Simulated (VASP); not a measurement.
WS2, 6 atoms in the cell. The structure is hexagonal, space group P6_3/mmc (No. 194). Conventional cell: a = 3.097 Å, b = 3.097 Å, c = 11.457 Å, α = 90.00°, β = 90.00°, γ = 120.00°. W (site symmetry -6m2) has 6 S at 2.39 Å and 6 W at 3.10 Å within 3.2 Å. Within 3.2 Å of S (site symmetry 3m) lie 3 W at 2.39 Å and 10 S at 3.10 to 3.16 Å. 

| Quantity | Value |
| --- | --- |
| Program | VASP 6.6.1 |
| Task | single point |
| Functional | PBE |
| Dispersion | D3(BJ) |
| Potentials or basis | VASP PAW PBE potentials, release 64 (W_sv, S) |
| Cutoff | 520 eV |
| k mesh | 12 × 12 × 4 |
| Occupations | gaussian, width 0.02 eV |
| Spin | no spin polarisation |
| Dipole correction | no |
| Further INCAR settings | ALGO = Normal; EDIFF = 1e-06; NBANDS = 35 |

Potentials or basis: VASP PAW PBE potentials, release 64 (W_sv, S).

The run is started by

```bash
$ cat potpaw_PBE.64/W_sv/POTCAR potpaw_PBE.64/S/POTCAR > POTCAR
$ mpirun -np 1 vasp_std > vasp.out
```

Hardware: 1 thread of Intel Xeon 8259CL, with other jobs on the host.

**Question.** Estimate the wall time of this run.

**Answer.** It took 3.6 min on 1 thread of Intel Xeon 8259CL, on a shared host, peak memory 0.32 GiB. Counts: scf iterations 16, k points 57.
